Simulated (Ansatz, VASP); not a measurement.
**One calculation of Rh, two programs**

INCAR

```
PREC = Accurate ; ENCUT = 600
EDIFF = 1E-7 ; ISMEAR = -1
SIGMA = 0.1 ; LREAL = F
LASPH = T ; NELM = 60
ALGO = Normal ; ISIF = 3
LWAVE = F ; LCHARG = F
GGA = CA ; IBRION = 2
NSW = 80 ; EDIFFG = -0.01
```

Contents of KPOINTS:

```
regular mesh
0
Gamma
  10 10 10
```

Contents of POSCAR:

```
Rh
1.0
    0.0000000000      2.6478639740      2.6478639740
    2.6478639740      0.0000000000      2.6478639740
    2.6478639740      2.6478639740      0.0000000000
Rh
2
Direct
    0.1250000000      0.1250000000      0.1250000000
    0.8750000000      0.8750000000      0.8750000000
```

Input for Ansatz:

```yaml
crystal:
  lattice:
    - [0.0, 2.647863974, 2.647863974]
    - [2.647863974, 0.0, 2.647863974]
    - [2.647863974, 2.647863974, 0.0]
  atoms:
    - { symbol: Rh, position: [0.125, 0.125, 0.125] }
    - { symbol: Rh, position: [0.875, 0.875, 0.875] }
hamiltonian:
  xc: lda
  pseudopotentials:
    kind: paw
    azcp:
      Rh: "pseudopotentials/Rh.paw.azcp"
basis:
  ecutwfc: 420
  fft_grid_basis: typed
kpoints:
  mp_grid: { grid: [10, 10, 10], shift: [0, 0, 0] }
magnetization:
  spin_polarized: false
scf:
  occupations: { method: fermi_dirac, width: 0.1 }
relax:
  max_steps: 60
  f_tol: 0.01
  cell: {}
```

Alike in both runs: task relaxation of cell and atoms; functional LDA; k mesh 10 × 10 × 10; occupations fermi-dirac, width 0.1 eV; no spin polarisation.

|  | VASP | Ansatz |
| --- | --- | --- |
| version | VASP 6.6.1 | Ansatz 0.2.0 |
| potentials or method | VASP PAW LDA potentials, release 64 (Rh_pv), cutoff 600 eV | plane waves (420 eV) with PAW, scalar-relativistic |
| valence electrons in the cell | 30 | 34 |

```csv
,VASP,Ansatz,Ansatz less VASP
relaxed volume (Å³/atom),19.68,19.60,-0.081
relaxed cell length with the largest relative difference (Å),3.818,3.813,-0.0052
```

Ansatz warns that its potentials were made for another functional, while VASP's fit it. LDA's correlation is that of Perdew and Zunger in VASP and of Perdew and Wang (1992) in Ansatz. VASP's potentials hold 30 valence electrons a cell and Ansatz's 34, so a difference there can come from the potentials and not from the codes.
